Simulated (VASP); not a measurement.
A run of VASP 6.6.1 is set up as follows.

The input POSCAR:

```
LiF
1.0
    0.0000000000      1.9948717375      1.9948717375
    1.9948717375      0.0000000000      1.9948717375
    1.9948717375      1.9948717375      0.0000000000
Li F
1 1
Direct
    0.0000000000      0.0000000000      0.0000000000
    0.5000000000      0.5000000000      0.5000000000
```

INCAR.step1

```
  PREC = Accurate
  ENCUT = 500
  EDIFF = 1E-8
  ISMEAR = 0
  SIGMA = 0.01
  LREAL = False
  LASPH = True
  NELM = 60
  ALGO = Normal
  LWAVE = True
  LCHARG = False
  GGA = PE
```

The input INCAR.step2:

```
  PREC = Accurate
  ENCUT = 500
  EDIFF = 1E-8
  ISMEAR = 0
  SIGMA = 0.01
  LREAL = False
  LASPH = True
  NELM = 1
  ALGO = Exact
  LWAVE = True
  LCHARG = False
  GGA = PE
  NBANDS = 70
  LOPTICS = True
  ISTART = 1
```

The input INCAR.step3:

```
  PREC = Accurate
  ENCUT = 500
  EDIFF = 1E-8
  ISMEAR = 0
  SIGMA = 0.01
  LREAL = False
  LASPH = True
  ALGO = EVGW0
  LWAVE = False
  LCHARG = False
  GGA = PE
  NELMGW = 1
  NBANDS = 70
  ENCUTGW = 150.0
  NOMEGA = 96
  PRECFOCK = Fast
  ISTART = 1
  NBANDSGW = 12
  OMEGAMAX = 30
```

Contents of KPOINTS:

```
regular mesh
0
Gamma
  6 6 6
```

Potentials or basis: VASP PAW PBE potentials, release 64 (Li_GW, F_GW).

The run is started by

```sh
$ cat potpaw_PBE.64/Li_GW/POTCAR potpaw_PBE.64/F_GW/POTCAR > POTCAR
$ cp INCAR.step1 INCAR
$ mpirun -np 1 vasp_std > vasp.out
$ cp INCAR.step2 INCAR
$ mpirun -np 1 vasp_std > vasp.out
$ cp INCAR.step3 INCAR
$ mpirun -np 1 vasp_std > vasp.out
```

(1) Predict the quasiparticle gap.

(2) What does it give for the least direct quasiparticle gap?

(3) What does it give for the band gap of the starting levels on the mesh?

(4) Estimate the least direct gap of the starting levels on the mesh.

## Answers

(1) 13.64 eV.

(2) 13.64 eV.

(3) 9.31 eV.

(4) 9.31 eV.

Caveat: the k points lie up to 0.45 Å⁻¹ apart; bands, screening cutoff and mesh are small and nothing is extrapolated, so the quasiparticle values aren't converged.
